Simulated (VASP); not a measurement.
# WC (P1) in VASP: a series of runs

Runs on WC. Level: PBE. Tasks: single point.

All numbers are computed with VASP 6.6.1; they aren't measurements. Logs are shortened: lines on timing, memory, paths and dates and some standing lists are left out, and cuts for length are marked.

**1. The cell of the first run**

The typed cell holds 16 atoms: a = 6.089 Å, b = 5.273 Å, c = 5.946 Å, α = 90.00°, β = 90.00°, γ = 90.00°.

**2. Single point, PBE**

The input, INCAR:

```
PREC = Accurate
ENCUT = 520
EDIFF = 1E-7
ISMEAR = -1
SIGMA = 0.36
LREAL = Auto
LASPH = True
NELM = 100
ALGO = Normal
ISIF = 2
LWAVE = False
LCHARG = False
GGA = PE
NBANDS = 86
```

The input, KPOINTS:

```
regular mesh
0
Gamma
  2 2 2
```

The input, POSCAR:

```
WC
1.0
   -3.0444810000     -5.2731960000      0.0000000000
    4.5667220000     -2.6365980000      0.0000000000
    0.0000000000      0.0000000000      5.9459940000
W C
8 8
Direct
    0.7395656807      0.5451817875     -0.0024722527
    0.7439998291      0.5268315750      0.5031959333
    0.4882786765      0.0267051845     -0.0177094023
    0.4801523520      0.0178497208      0.4831151865
    0.2483857915      0.5037980904     -0.0046585987
    0.2659754131      0.5065465101      0.5002023211
   -0.0244773059      0.0221776818     -0.0235957184
   -0.0262828945      0.0144484878      0.4642789751
    0.4709444777      0.6946517687      0.2645646800
    0.4977966742      0.7127065139      0.7575856955
    0.2361986671      0.1655459549      0.2604610768
    0.2165692144      0.1809483604      0.7556011661
    0.0093315207      0.6915703731      0.2602088061
   -0.0074324467      0.6749200099      0.7261191316
    0.7411726951      0.1643599475      0.2426507662
    0.7646544775      0.2260212091      0.7205019043
```

Potentials or basis: VASP PAW PBE potentials, release 64 (W_sv, C).

Run with:

```
cat potpaw_PBE.64/W_sv/POTCAR potpaw_PBE.64/C/POTCAR > POTCAR
mpirun -np 1 vasp_std > vasp.out
```

OUTCAR:

```text
PREC = Accurate
   ENCUT = 520
   EDIFF = 1E-7
   ISMEAR = -1
   LREAL = Auto
   LASPH = True
   NELM = 100
   ISIF = 2
   GGA = PE

 ion  position               nearest neighbor table
   1  0.740  0.545  0.998-  10 2.23  14 2.33  16 2.36  13 2.39   9 2.41  15 2.48   7 2.90   2 2.94
                             3 2.97   5 3.00   2 3.01   5 3.11   7 3.11   3 3.13
   2  0.744  0.527  0.503-  16 2.05  14 2.16  13 2.34  10 2.34   9 2.36  15 2.46   6 2.91   8 2.94
                             1 2.94   1 3.01   4 3.05   8 3.05   4 3.13   6 3.18
   3  0.488  0.027  0.982-  10 2.13  12 2.28  15 2.30  11 2.37   9 2.43  16 2.52   5 2.91   1 2.97
                             7 2.97   4 2.97   4 2.98   5 3.12   7 3.12   1 3.13
   4  0.480  0.018  0.483-  11 2.14   9 2.14  15 2.27  10 2.29  12 2.44  16 2.49   6 2.89   3 2.97
                             3 2.98   6 3.00   8 3.01   2 3.05   8 3.09   2 3.13
   5  0.248  0.504  0.995-  12 2.23   9 2.33  10 2.35  13 2.36  11 2.38  14 2.41   3 2.91   6 2.95
                             1 3.00   6 3.00   7 3.04   1 3.11   3 3.12   7 3.20
   6  0.266  0.507  0.500-   9 2.12  11 2.30  12 2.31  14 2.32  13 2.33  10 2.35   4 2.89   2 2.91
                             5 2.95   4 3.00   5 3.00   8 3.15   2 3.18   8 3.22
   7  0.976  0.022  0.976-  12 2.14  15 2.26  16 2.26  14 2.36  13 2.44  11 2.44   1 2.90   8 2.90
                             3 2.97   5 3.04   8 3.05   1 3.11   3 3.12   5 3.20
   8  0.974  0.014  0.464-  15 2.09  13 2.10  11 2.16  16 2.28  14 2.38  12 2.44   7 2.90   2 2.94
                             4 3.01   7 3.05   2 3.05   4 3.09   6 3.15   6 3.22
   9  0.471  0.695  0.265-   6 2.12   4 2.14   5 2.33   2 2.36   1 2.41   3 2.43
  10  0.498  0.713  0.758-   3 2.13   1 2.23   4 2.29   2 2.34   6 2.35   5 2.35
  11  0.236  0.166  0.260-   4 2.14   8 2.16   6 2.30   3 2.37   5 2.38   7 2.44
  12  0.217  0.181  0.756-   7 2.14   5 2.23   3 2.28   6 2.31   4 2.44   8 2.44
  13  0.009  0.692  0.260-   8 2.10   6 2.33   2 2.34   5 2.36   1 2.39   7 2.44
  14  0.993  0.675  0.726-   2 2.16   6 2.32   1 2.33   7 2.36   8 2.38   5 2.41
  15  0.741  0.164  0.243-   8 2.09   7 2.26   4 2.27   3 2.30   2 2.46   1 2.48
  16  0.765  0.226  0.721-   2 2.05   7 2.26   8 2.28   1 2.36   4 2.49   3 2.52

  LATTYP: Found a simple orthorhombic cell.
 ALAT       =     5.2731962640
 B/A-ratio  =     1.1275882221
 C/A-ratio  =     1.1547004682

  Lattice vectors:

 A1 = (   4.5667220000,  -2.6365980000,   0.0000000000)
 A2 = (   0.0000000000,   0.0000000000,   5.9459940000)
 A3 = (  -3.0444810000,  -5.2731960000,   0.0000000000)

Analysis of symmetry for initial positions (statically):
=====================================================================
 Subroutine PRICEL returns:
 Original cell was already a primitive cell.

 Routine SETGRP: Setting up the symmetry group for a
 simple orthorhombic supercell.

 Subroutine GETGRP returns: Found  1 space group operations
 (whereof  1 operations were pure point group operations)
 out of a pool of  8 trial point group operations.

The static configuration has the point symmetry C_1 .

Analysis of symmetry for dynamics (positions and initial velocities):
=====================================================================
 Subroutine PRICEL returns:
 Original cell was already a primitive cell.

 Routine SETGRP: Setting up the symmetry group for a
 simple orthorhombic supercell.

 Subroutine GETGRP returns: Found  1 space group operations
 (whereof  1 operations were pure point group operations)
 out of a pool of  8 trial point group operations.

The dynamic configuration has the point symmetry C_1 .

 Subroutine INISYM returns: Found  1 space group operations
 (whereof  1 operations are pure point group operations),
 and found     1 'primitive' translations

----------------------------------------------------------------------------------------

                                     Primitive cell

  volume of cell :     190.9157

  direct lattice vectors                    reciprocal lattice vectors
[... 43 lines left out ...]
   LORBIT       =      0    0 simple, 1 ext, 2 COOP (PROOUT), +10 PAW based schemes
   GGA     = PE    functional components
   LHFCALC =     F    Hartree Fock is set to
   AEXX    =    0.0000 exact exchange contribution
   IVDW    =     0    specifies the selected vdW correction
   LEPSILON=     F    determine dielectric tensor
   LRPA    =     F    only Hartree local field effects (RPA)
 non-spin polarized calculation
  energy-cutoff  :      520.00
  volume of cell :      190.92
 maximum number of plane-waves:      5192
 NGX is ok and might be reduce to    48
   NGX = 23   NGY = 19   NGZ = 23

 number of electron     144.0000003 magnetization

 Free energy of the ion-electron system (eV)
  ---------------------------------------------------
  ext. energy  EPLUGINS =         0.00000000
  ---------------------------------------------------
  free energy    TOTEN  =      -174.76163042 eV

  energy without entropy =     -172.46866424  energy(sigma->0) =     -173.61514733

 E-fermi :   9.5690     XC(G=0): -13.0147

 val. band max:        9.4983418104   @ k =   0.0000   0.0000   0.5000
 cond. band min:       9.6330161611   @ k =   0.0000   0.0000   0.0000
 fundamental gap:      0.1346743508
 Fermi energy:         9.5689831459

 k-point     1 :       0.0000    0.0000    0.0000
  band No.  band energies     occupation
      1     -65.0744      2.00000
      2     -65.0509      2.00000
      3     -65.0352      2.00000
      4     -64.9838      2.00000
      5     -64.9419      2.00000
      6     -64.9099      2.00000
[... 76 lines left out ...]
     83      12.6569      0.00038
     84      12.7749      0.00027

 k-point     2 :       0.5000    0.0000    0.0000
  band No.  band energies     occupation
      1     -65.0692      2.00000
      2     -65.0569      2.00000
      3     -65.0339      2.00000
      4     -64.9843      2.00000
      5     -64.9406      2.00000
      6     -64.9098      2.00000
[... 511 lines left out ...]
     83      12.3499      0.00088
     84      12.4286      0.00071

 k-point     8 :       0.5000    0.5000    0.5000
  band No.  band energies     occupation
      1     -65.0658      2.00000
      2     -65.0534      2.00000
      3     -65.0371      2.00000
      4     -64.9850      2.00000
      5     -64.9390      2.00000
      6     -64.9098      2.00000
[... 76 lines left out ...]
     83      12.5194      0.00055
     84      12.6761      0.00036
 [bands above 84 left out]

------------------------ aborting loop because EDIFF is reached ----------------------------------------

  FORCE on cell =-STRESS in cart. coord.  units (eV):
  Direction    XX          YY          ZZ          XY          YZ          ZX
  --------------------------------------------------------------------------------------
  -------------------------------------------------------------------------------------
  Total      -30.3808929    -31.3856427    -39.9951925     -1.4822871     -0.2110622     -0.4156170
  in kB     -254.9584652   -263.3903922   -335.6423044    -12.4394514     -1.7712479     -3.4878856
  external PRESSURE =    -284.6637206 kB  Pullay stress =       0.0000000 kB

 VOLUME and BASIS-vectors are now :
 -----------------------------------------------------------------------------
  energy-cutoff  :      520.00
  volume of cell :      190.92
      direct lattice vectors                 reciprocal lattice vectors
    -3.044481000 -5.273196000  0.000000000    -0.082115796 -0.142228740  0.000000000
     4.566722000 -2.636598000  0.000000000     0.164231591 -0.094819149  0.000000000
     0.000000000  0.000000000  5.945994000     0.000000000  0.000000000  0.168180459

 POSITION                                       TOTAL-FORCE (eV/Angst)
 -----------------------------------------------------------------------------------
      0.23810     -5.33730      5.93129        -1.719903      0.207656     -0.379071
      0.14080     -5.31230      2.99200         0.165974     -0.131863     -1.848329
     -1.36460     -2.64520      5.84069         0.210143      0.506051      1.337279
     -1.38030     -2.57900      2.87260        -0.143684     -0.849634      1.032153
      1.54450     -2.63810      5.91829         1.887177     -0.110137      0.031064
      1.50350     -2.73810      2.97420         2.300225      1.976105     -0.153367
[... 8 lines left out ...]
     -1.50590     -4.34170      1.44280         1.488471      0.087973     -0.732625
     -1.29580     -4.62810      4.28410        -1.102571      2.215395      1.768444
 -----------------------------------------------------------------------------------
    total drift:                               -0.012404     -0.005330      0.003539

  FREE ENERGIE OF THE ION-ELECTRON SYSTEM (eV)
  ---------------------------------------------------
  free  energy   TOTEN  =      -174.7616304176 eV

  energy  without entropy=     -172.4686642350  energy(sigma->0) =     -173.61514733
```

It took 5.9 min on 1 thread of Intel Xeon Platinum 8259CL at 2.50GHz (Skylake/Cascade Lake), shared host; peak memory 0.33 GiB.

Results:

```
Free energy            : -174.7616 eV
Pressure               : -28.5 GPa
Largest force          : 3.447 eV/Å
Band gap on the k mesh : zero (bands 72 and 73 overlap by 0.17 eV)
```

Forces in eV/Å, atoms in the order of the input:
```
W   -1.720  0.208 -0.379
W    0.166 -0.132 -1.848
W    0.210  0.506  1.337
W   -0.144 -0.850  1.032
W    1.887 -0.110  0.031
W    2.300  1.976 -0.153
W   -0.548 -0.723  0.514
W   -0.500 -1.814  2.888
C   -1.385 -1.026 -1.563
C   -1.046  0.978 -0.601
C    0.816 -0.653 -1.520
C   -0.557 -1.671 -0.686
C   -0.598  1.597 -1.417
C    0.733 -0.588  1.330
C    1.488  0.088 -0.733
C   -1.103  2.215  1.768
```

Stress tensor (GPa, compression positive):
```
-25.50  -1.24  -0.35
 -1.24 -26.34  -0.18
 -0.35  -0.18 -33.56
```

Caveat: the k points lie up to 0.60 Å⁻¹ apart; so wide a smearing shifts energies and pressures; spin-orbit coupling is left out, which moves the levels of the heavy elements; forces of over 1 eV/Å act on the atoms, so gaps and moduli don't describe the material at rest.

**3. Single point, PBE**

The input, INCAR:

```
PREC     = Accurate       # precision mode
ENCUT    = 520            # plane-wave cutoff, eV
EDIFF    = 1E-6           # SCF threshold, eV
ISMEAR   = -1             # smearing method
SIGMA    = 0.36           # smearing width, eV
LREAL    = Auto         
LASPH    = True           # aspherical terms in the spheres
NELM     = 100            # most SCF steps
ALGO     = Normal         # electronic algorithm
ISIF     = 2              # what is computed and relaxed
LWAVE    = False          # write WAVECAR
LCHARG   = True           # write CHGCAR
GGA      = PE             # functional
LELF     = True           # ELF
LVHAR    = True         
NBANDS   = 86             # bands
```

The input, KPOINTS:

```
Automatic mesh
0
Gamma
  2 2 2
```

The input, POSCAR:

```
WC
1.0
   -3.0444810000     -5.2731960000      0.0000000000
    4.5667220000     -2.6365980000      0.0000000000
    0.0000000000      0.0000000000      5.9459940000
W C
8 8
Direct
    0.7551506780      0.5358201991     -0.0028758858
    0.7351909446      0.5032219746      0.4799533938
    0.5085885601      0.0593616620     -0.0456105405
    0.4917937242      0.0612817354      0.5305252578
    0.2768342225      0.5426685773     -0.0256307019
    0.2244962843      0.5647759316      0.4701148370
   -0.0218428950      0.0262769928     -0.0182980339
   -0.0577047739      0.0319307618      0.4530781565
    0.4992303435      0.6943267611      0.2322067597
    0.5242247786      0.6738076849      0.6845281041
    0.1869851069      0.2025681890      0.1472083557
    0.1864389712      0.2364299612      0.7043061261
   -0.0609984019      0.6525668793      0.2324590304
    0.0051141882      0.7271233170      0.7587125046
    0.7081644436      0.1885801661      0.2053147043
    0.7437347902      0.1845714361      0.7463344228
```

Potentials or basis: VASP PAW PBE potentials, release 64 (W_sv, C).

Run with:

```
cat potpaw_PBE.64/W_sv/POTCAR potpaw_PBE.64/C/POTCAR > POTCAR
mpirun -np 1 vasp_std > vasp.out
```

Wall time 4.5 min (1 thread of Intel Xeon Platinum 8259CL at 2.50GHz (Skylake/Cascade Lake), shared host); peak memory 0.33 GiB.

Results (log left out):

```
Free energy            : -169.2604 eV
Pressure               : -13.4 GPa
Largest force          : 6.431 eV/Å
Band gap on the k mesh : zero (bands 72 and 73 overlap by 0.35 eV)
```

Forces on the atoms (eV/Å):
```
W    0.523  3.552 -4.084
W    1.282 -1.035 -0.708
W   -0.411  4.492  3.864
W   -1.176  2.987 -5.455
W    1.053  2.440 -0.878
W   -1.504  0.057  0.526
W    0.916  2.254 -3.327
W   -1.775 -2.576  2.554
C    0.388  1.108 -0.427
C    2.857  1.297  3.282
C   -0.146 -4.880  4.186
C   -1.429 -1.454 -0.546
C    0.799 -5.855  2.394
C   -1.786  0.637 -1.739
C   -0.266 -1.149  2.099
C    0.676 -1.874 -1.741
```

Stress tensor (GPa, compression positive):
```
-16.57   0.09   1.59
  0.09 -10.04  -6.80
  1.59  -6.80 -13.46
```

Levels at points of the mesh, in eV from the Fermi level:
| k point | band 68 | band 69 | band 70 | band 71 | band 72 | band 73 | band 74 | band 75 | band 76 | band 77 |
| --- | --- | --- | --- | --- | --- | --- | --- | --- | --- | --- |
| (0.00, 0.00, 0.00) | -0.95 | -0.83 | -0.66 | -0.38 | -0.21 | 0.23 | 0.54 | 1.06 | 1.08 | 1.37 |
| (0.50, 0.00, 0.00) | -1.24 | -0.85 | -0.70 | -0.21 | 0.01 | 0.17 | 0.34 | 0.66 | 1.08 | 1.17 |
| (0.00, 0.50, 0.00) | -1.19 | -1.10 | -0.73 | -0.40 | 0.03 | 0.71 | 0.99 | 1.26 | 1.40 | 1.66 |
| (0.50, 0.50, 0.00) | -1.61 | -1.37 | -1.16 | -0.79 | -0.60 | 0.56 | 1.09 | 1.30 | 1.39 | 1.61 |
| (0.00, 0.00, 0.50) | -1.05 | -0.94 | -0.75 | -0.43 | 0.02 | 0.09 | 0.32 | 0.49 | 0.88 | 1.30 |
| (0.50, 0.00, 0.50) | -1.45 | -1.10 | -0.82 | -0.55 | -0.45 | -0.32 | 0.29 | 0.37 | 0.86 | 1.08 |
| (0.00, 0.50, 0.50) | -1.36 | -1.18 | -1.07 | -0.79 | -0.36 | -0.04 | 0.36 | 0.67 | 0.88 | 1.14 |
| (0.50, 0.50, 0.50) | -1.59 | -1.44 | -1.15 | -0.91 | -0.03 | 0.50 | 0.60 | 0.90 | 1.11 | 1.38 |

Caveat: the k points lie up to 0.60 Å⁻¹ apart; so wide a smearing shifts energies and pressures; spin-orbit coupling is left out, which moves the levels of the heavy elements; forces of over 1 eV/Å act on the atoms, so gaps and moduli don't describe the material at rest.

**4. Single point, PBE**

The input, INCAR:

```
PREC     = Accurate       # precision mode
ENCUT    = 520            # plane-wave cutoff, eV
EDIFF    = 1E-6           # SCF threshold, eV
ISMEAR   = -1             # smearing method
SIGMA    = 0.36           # smearing width, eV
LREAL    = Auto         
LASPH    = T              # aspherical terms in the spheres
NELM     = 60             # most SCF steps
ALGO     = Normal         # electronic algorithm
ISIF     = 2              # what is computed and relaxed
LWAVE    = F              # write WAVECAR
LCHARG   = F              # write CHGCAR
GGA      = PE             # functional
NBANDS   = 86             # bands
```

KPOINTS is that of step 3.

The input, POSCAR:

```
WC
1.0
   -3.0444810000     -5.2731960000      0.0000000000
    4.5667220000     -2.6365980000      0.0000000000
    0.0000000000      0.0000000000      5.9459940000
W C
8 8
Direct
    0.7257125304      0.5026839843     -0.0349647174
    0.6539324239      0.5750919018      0.4624962622
    0.4892801088      0.0438178621     -0.0123108096
    0.4840356881      0.0620439466      0.4874206062
    0.1973774194      0.5810101432     -0.0112344547
    0.2105050521      0.5348428548      0.4447027696
   -0.0257360269      0.0469586620     -0.0234948101
   -0.0492152866      0.0353568698      0.4747566176
    0.4549251476      0.7490298223      0.1607132466
    0.4586388861      0.7537391973      0.8169533975
    0.1972068928      0.1682810204      0.2251936346
    0.2070121860      0.2330215562      0.6537174440
   -0.1016756504      0.7273598906      0.2585270015
   -0.0271848840      0.6958024021      0.6772458903
    0.7270540843      0.1912317732      0.2054660667
    0.7109428073      0.2240232422      0.6911712323
```

Run with:

```
cat potpaw_PBE.64/W_sv/POTCAR potpaw_PBE.64/C/POTCAR > POTCAR
mpirun -np 1 vasp_std > vasp.out
```

Run time: 5 min. Hardware: 1 thread of Intel Xeon Platinum 8259CL at 2.50GHz (Skylake/Cascade Lake), shared host; peak memory 0.33 GiB.

Results (log left out):

```yaml
Free_energy: -168.8149 eV
Pressure: -11.9 GPa
Largest_force: 7.852 eV/Å
Band_gap_on_the_k_mesh: zero (bands 72 and 73 overlap by 0.15 eV)
```

Forces on the atoms (eV/Å):
```
W    3.959 -1.343  0.363
W   -2.091 -2.020  1.245
W    7.316 -1.348 -0.965
W    0.598  2.874 -2.185
W   -1.401  1.513 -2.439
W    1.666  0.617  0.999
W   -0.186  0.401 -0.668
W   -0.117 -1.334 -0.562
C   -4.588  1.931  5.855
C   -4.657  1.689 -6.092
C    1.174 -1.757 -0.317
C   -0.940  0.501  2.895
C   -2.484 -1.332 -2.819
C    0.820  0.202  1.912
C    0.838 -0.004  0.937
C    0.093 -0.592  1.840
```

Stress tensor (GPa, compression positive):
```
-12.22  -6.57  -0.70
 -6.57  -9.74  -5.23
 -0.70  -5.23 -13.70
```

Levels at points of the mesh, in eV from the Fermi level:
| k point | band 70 | band 71 | band 72 | band 73 | band 74 | band 75 |
| --- | --- | --- | --- | --- | --- | --- |
| (0.00, 0.00, 0.00) | -0.57 | -0.18 | -0.02 | 0.43 | 0.65 | 0.99 |
| (0.50, 0.00, 0.00) | -0.94 | -0.65 | -0.03 | 0.26 | 0.52 | 0.79 |
| (0.00, 0.50, 0.00) | -0.84 | -0.43 | -0.11 | 0.68 | 0.88 | 1.12 |
| (0.50, 0.50, 0.00) | -1.30 | -1.18 | -0.75 | 0.32 | 0.75 | 0.79 |
| (0.00, 0.00, 0.50) | -0.58 | -0.25 | -0.13 | 0.40 | 0.57 | 0.90 |
| (0.50, 0.00, 0.50) | -0.94 | -0.60 | -0.30 | -0.16 | 0.09 | 0.34 |
| (0.00, 0.50, 0.50) | -0.81 | -0.73 | -0.51 | 0.46 | 0.85 | 0.90 |
| (0.50, 0.50, 0.50) | -1.08 | -0.81 | -0.53 | 0.16 | 0.32 | 0.86 |

Caveat: the k points lie up to 0.60 Å⁻¹ apart; so wide a smearing shifts energies and pressures; spin-orbit coupling is left out, which moves the levels of the heavy elements; forces of over 1 eV/Å act on the atoms, so gaps and moduli don't describe the material at rest.

**5. The runs side by side**

| cell | gap on the mesh (eV) | pressure (GPa) | largest force (eV/Å) |
| --- | --- | --- | --- |
| as given, atomic positions A | none | -28.5 | 3.45 |
| as given, atomic positions B | none | -13.4 | 6.43 |
| as given, atomic positions C | none | -11.9 | 7.85 |

Alike in all rows: task single point; level PBE; potentials or basis VASP PAW PBE potentials, release 64 (W_sv, C); no spin polarisation; k mesh 2 × 2 × 2; cutoff (eV) 520; smearing fermi-dirac 0.36 eV.

Caveats: all runs use coarse meshes; so wide a smearing shifts energies and pressures; spin-orbit coupling is left out, which moves the levels of the heavy elements; forces of over 1 eV/Å act on the atoms, so gaps and moduli don't describe the material at rest.

Total energies depend on the potentials used, so only differences within one code and one set of settings carry meaning.

The gap in the log of VASP goes by the Fermi energy; the results here count the filled bands.